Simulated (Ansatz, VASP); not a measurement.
CuO: VASP beside Ansatz

```
Cu O
1.0
     3.17953    0.00000    0.00000
    -1.58977    2.75356    0.00000
     0.00000    0.00000    4.43149
Cu O
2 2
Cartesian
  0.0000 0.0000 0.0000
  0.0000 0.0000 2.2157
  0.0000 1.8357 1.1079
  1.5898 0.9179 3.3236
```

Alike in both runs: functional PBEsol; k mesh 10 × 10 × 6; occupations fermi-dirac, width 0.05 eV; no spin polarisation.

```csv
,VASP,Ansatz
version,VASP 6.6.1,Ansatz 0.2.0
potentials or method,"VASP PAW PBE potentials, release 64 (Cu, O)",Ansatz PAW
plane-wave cutoff (eV),520,420
valence electrons in the cell,34,50
task,single point,band structure
```

VASP gave:

| Property | Result |
| --- | --- |
| gap on the k mesh at the Fermi level (eV) | none |
| pressure (GPa) | -2.4 |
| traceless stress, the component that is largest in VASP (GPa) | 30.49 |

Problem. What did Ansatz give for the same quantities?

Solution. gap on the k mesh at the Fermi level (eV): none; pressure (GPa): -2.7; traceless stress, the component that is largest in VASP (GPa): 30.24.

VASP's potentials were made for PBE, not for PBEsol. A gap of «none» marks a metal or a gap that the smearing closes. VASP's potentials hold 34 valence electrons a cell and Ansatz's 50, so a difference there can come from the potentials and not from the codes.
